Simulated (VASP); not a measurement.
K3Li, 4 atoms in the cell. The structure is cubic, space group Fm-3m (No. 225). Conventional cell: a = 9.634 Å, b = 9.634 Å, c = 9.634 Å, α = 90.00°, β = 90.00°, γ = 90.00°. Within 5.5 Å of Li (site symmetry m-3m) lie 14 K at 4.17 to 4.82 Å. K (site symmetry m-3m) has 8 K at 4.17 Å and 6 Li at 4.82 Å within 5.5 Å. Within 5.5 Å of K (site symmetry -43m) lie 4 Li at 4.17 Å and 10 K at 4.17 to 4.82 Å. 

```yaml
Program: VASP 6.6.1
Task: relaxation of cell and atoms
Functional: PBEsol
Potentials_or_basis: VASP PAW PBE potentials, release 64 (Li_sv, K_sv)
Cutoff: 600 eV
k_mesh: 4 × 4 × 4
Occupations: gaussian, width 0.1 eV
Spin: no spin polarisation
Dipole_correction: no
Further_INCAR_settings: ALGO = Normal; EDIFF = 1e-06; IBRION = 2; EDIFFG = -0.03; NSW = 80; ISIF = 3
```

Potentials or basis: VASP PAW PBE potentials, release 64 (Li_sv, K_sv).

The run is started by

```sh
$ cat potpaw_PBE.64/Li_sv/POTCAR potpaw_PBE.64/K_sv/POTCAR > POTCAR
$ mpirun -np 1 vasp_std > vasp.out
```

Hardware: 1 thread of Intel(R) Xeon(R) 6975P-C (Granite Rapids) (shared host).

Question: Estimate the wall time of this run.

Answer: Wall time 29 s on 1 thread of Intel(R) Xeon(R) 6975P-C (Granite Rapids) (shared host), peak memory 0.39 GiB. Counts: scf iterations 13, k points 8, ion steps 1.
